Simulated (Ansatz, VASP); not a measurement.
Two plane-wave programs on CaO

The input INCAR:

```
SYSTEM = CaO
PREC = Accurate
ENCUT = 600
EDIFF = 1E-6
ISMEAR = 0
SIGMA = 0.02
LREAL = .False.
LASPH = .True.
NELM = 100
ALGO = Normal
ISIF = 3
LWAVE = .False.
LCHARG = .False.
GGA = PS
IBRION = 2
NSW = 70
EDIFFG = -0.005
```

Contents of KPOINTS:

```
regular mesh
0
Gamma
  8 8 8
  0 0 0
```

The input POSCAR:

```
CaO
1.0
    0.0000000000      2.4150559802      2.4150559802
    2.4150559802      0.0000000000      2.4150559802
    2.4150559802      2.4150559802      0.0000000000
Ca O
1 1
Direct
    0.0000000000      0.0000000000      0.0000000000
    0.5000000000      0.5000000000      0.5000000000
```

Input for Ansatz:

```yaml
crystal:
  lattice:
    - [0.0, 2.4150559802, 2.4150559802]
    - [2.4150559802, 0.0, 2.4150559802]
    - [2.4150559802, 2.4150559802, 0.0]
  atoms:
    - { symbol: Ca, position: [0.0, 0.0, 0.0] }
    - { symbol: O, position: [0.5, 0.5, 0.5] }
basis:
  ecutwfc: 420
kpoints:
  mp_grid: { grid: [8, 8, 8] }
hamiltonian:
  xc: pbesol
scf:
  occupations: { method: gaussian, width: 0.02 }
output:
  forces: true
  stress: true
  eigenvalues: true
relax:
  adjacent_minimum: "off"
  f_tol: 0.005
  max_steps: 50
  cell: { stress_tol: 0.05 }
```

Alike in both runs: task relaxation of cell and atoms; functional PBEsol; k mesh 8 × 8 × 8; occupations gaussian, width 0.02 eV; no spin polarisation.

|  | VASP | Ansatz |
| --- | --- | --- |
| version | VASP 6.6.1 | Ansatz 0.2.0 |
| potentials or method | VASP PAW PBE potentials, release 64 (Ca_sv, O), cutoff 600 eV | scalar-relativistic, plane waves, PAW |
| valence electrons in the cell | 16 | 16 |

VASP gave:

* gap on the k mesh at the Fermi level, each at its own relaxed structure (eV): 3.53
* relaxed volume (Å³/atom): 13.61
* relaxed cell length with the largest relative difference (Å): 3.376

**Question.** Which values does Ansatz return?

**Answer.** gap on the k mesh at the Fermi level, each at its own relaxed structure (eV): 3.54; relaxed volume (Å³/atom): 13.54; relaxed cell length with the largest relative difference (Å): 3.371.

VASP's potentials were made for PBE, not for PBEsol.
